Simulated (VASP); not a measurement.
Wanted: the native input for a VASP 6.6.1 run.

```yaml
Task: single point
Functional: PBE
Potentials_or_basis: VASP PAW PBE potentials, release 64 (Sn_d, O)
Cutoff: 520 eV
k_mesh: 6 × 6 × 8
Occupations: gaussian, width 0.05 eV
Spin: no spin polarisation
Dipole_correction: no
Further_INCAR_settings: ALGO = Normal; EDIFF = 1e-06; NBANDS = 35
```

The structure of SnO2 lies in POSCAR:

```
SnO2
1.0
    4.9967660549      0.0000000000      0.0000000000
    0.0000000000      4.9967802180      0.0000000000
    0.0000000000      0.0000000000      3.0112483655
Sn O
2 4
Direct
    0.5000000000      0.5000000000      0.5000000000
    0.0000000000      0.0000000000      0.0000000000
    0.2942685581      0.3189326770      0.0000000000
    0.7942685581      0.1810673230      0.5000000000
    0.2057314419      0.8189326770      0.5000000000
    0.7057314419      0.6810673230      0.0000000000
```

This cell differs from its parent crystal: mode 4 frozen in at -0.084 Å, strain +e along z and -e/2 along x and y -0.0700.

The input as run:

INCAR

```
PREC = Accurate
ENCUT = 520
EDIFF = 1E-6
ISMEAR = 0
SIGMA = 0.05
LREAL = F
LASPH = T
NELM = 100
ALGO = Normal
ISIF = 2
LWAVE = F
LCHARG = F
GGA = PE
NBANDS = 35
```

KPOINTS

```
Automatic mesh
0
Gamma
  6 6 8
```

Potentials or basis: VASP PAW PBE potentials, release 64 (Sn_d, O).

Launch:

```bash
$ cat potpaw_PBE.64/Sn_d/POTCAR potpaw_PBE.64/O/POTCAR > POTCAR
$ mpirun -np 1 vasp_std > vasp.out
```

It gave:

```
Pressure               : 6.7 GPa
Largest force          : 0.261 eV/Å
Band gap on the k mesh : 1.17 eV, direct
```

Caveat: the cell differs from its parent crystal (mode 4 frozen in at -0.084 Å, strain +e along z and -e/2 along x and y -0.0700); spin-orbit coupling is left out, which moves the levels of the heavy elements.

It took 88 s on 1 thread of Intel(R) Xeon(R) 6975P-C (Granite Rapids), on a shared host, peak memory 0.3 GiB.
